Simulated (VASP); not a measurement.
A run of VASP 6.6.1 is set up as follows.

The input INCAR:

```
SYSTEM = HfCo
  ALGO = Normal
  EDIFF = 1E-7
  ENCUT = 520
  GGA = CA
  ISIF = 2
  ISMEAR = 0
  ISPIN = 2
  LASPH = .True.
  LCHARG = .True.
  LELF = .True.
  LMAXMIX = 4
  LORBIT = 11
  LREAL = .False.
  LVHAR = .True.
  LWAVE = .False.
  MAGMOM = 0 2.5
  NBANDS = 20
  NELM = 150
  PREC = Accurate
  SIGMA = 0.05
```

KPOINTS

```
k-points
0
Gamma
  7 7 7
  0 0 0
```

Contents of POSCAR:

```
HfCo
1.0
    3.0791439677      0.0000000000      0.0000000000
    0.0000000000      3.0791439677      0.0000000000
    0.0000000000      0.0000000000      3.0791439677
Hf Co
1 1
Direct
    0.5000000000      0.5000000000      0.5000000000
    0.0000000000      0.0000000000      0.0000000000
```

Potentials or basis: VASP PAW LDA potentials, release 64 (Hf_pv, Co).

Command:

```bash
$ cat potpaw_LDA.64/Hf_pv/POTCAR potpaw_LDA.64/Co/POTCAR > POTCAR
$ mpirun -np 1 vasp_std > vasp.out
```

Problem. What does it give for the net moment?

Solution. -0.46 μB per cell.

Problem. Predict the pressure.

Solution. -0.7 GPa.

Problem. What does it give for the site moments?

Solution. Hf -0.00; Co -0.44 μB.
